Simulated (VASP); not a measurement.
Wanted: the native input for a VASP 6.6.1 run.

| Property | Result |
| --- | --- |
| Task | relaxation of the atoms |
| Functional | PBE |
| Potentials or basis | VASP PAW PBE potentials, release 64 (Cu, H) |
| Cutoff | 520 eV |
| k mesh | 5 × 5 × 1 |
| Occupations | gaussian, width 0.1 eV |
| Spin | no spin polarisation |
| Dipole correction | yes |
| Atoms held fixed (from 0) | [0, 1, 2, 3, 4, 5, 6, 7, 8, 9, 10, 11] |
| Further INCAR settings | ALGO = Normal; EDIFF = 1e-07; NELMDL = -8; IBRION = 2; EDIFFG = -0.025; NSW = 36 |
| Atoms held along some axes (from 0) | atom 12 along a and b |

The structure of Cu12H lies in POSCAR:

```
Cu12H
1.0
    5.1319544695      0.0000000000      0.0000000000
    0.0000000000      5.1319544695      0.0000000000
    0.0000000000      0.0000000000     19.0279316189
Cu H
12 1
Selective dynamics
Direct
    0.2500000000      0.2500000000      0.2102172785  F F F
    0.2500000000      0.7500000000      0.2102172785  F F F
    0.7500000000      0.2500000000      0.2102172785  F F F
    0.7500000000      0.7500000000      0.2102172785  F F F
    0.0000000000      0.0000000000      0.3029241302  F F F
    0.0000000000      0.5000000000      0.3029241302  F F F
    0.5000000000      0.0000000000      0.3029241302  F F F
    0.5000000000      0.5000000000      0.3029241302  F F F
    0.2500000000      0.2500000000      0.3956253244  F F F
    0.2500000000      0.7500000000      0.3956253244  F F F
    0.7500000000      0.2500000000      0.3956253244  F F F
    0.7500000000      0.7500000000      0.3956253244  F F F
    0.5000000000      0.5000000000      0.4003496465  F F T
```

One way to write it, as run:

INCAR

```
PREC     = Accurate       # precision mode
ENCUT    = 520            # plane-wave cutoff, eV
EDIFF    = 1E-7           # SCF threshold, eV
ISMEAR   = 0              # smearing method
SIGMA    = 0.1            # smearing width, eV
LREAL    = False          # projectors in reciprocal space
LASPH    = True           # aspherical terms in the spheres
NELM     = 120            # most SCF steps
ALGO     = Normal         # electronic algorithm
ISIF     = 2              # what is computed and relaxed
LWAVE    = False          # write WAVECAR
LCHARG   = False          # write CHGCAR
LDIPOL   = True         
IDIPOL   = 3            
DIPOL    = 0.5 0.5 0.310
GGA      = PE             # functional
IBRION   = 2              # ionic algorithm
NSW      = 36             # ionic steps
EDIFFG   = -0.025         # ionic threshold
GGA_COMPAT= False        
NELMIN   = 4            
NELMDL   = -8           
KPAR     = 4
```

KPOINTS

```
Automatic mesh
0
Gamma
  5 5 1
```

Potentials or basis: VASP PAW PBE potentials, release 64 (Cu, H).

The run is started by

```console
$ cat potpaw_PBE.64/Cu/POTCAR potpaw_PBE.64/H/POTCAR > POTCAR
$ mpirun -np 4 vasp_std > vasp.out
```

Results of the run:

```json
{
  "Energy gained by relaxing": "9.4 meV/atom",
  "Ionic steps": "6",
  "Band gap on the k mesh": "zero (an odd number of electrons rules out a gap without spin polarisation)"
}
```

It took 26 min on 4 MPI ranks on Intel(R) Xeon(R) Platinum 8259CL CPU @ 2.50GHz (Skylake/Cascade Lake) (shared host), peak memory 0.68 GiB a rank.
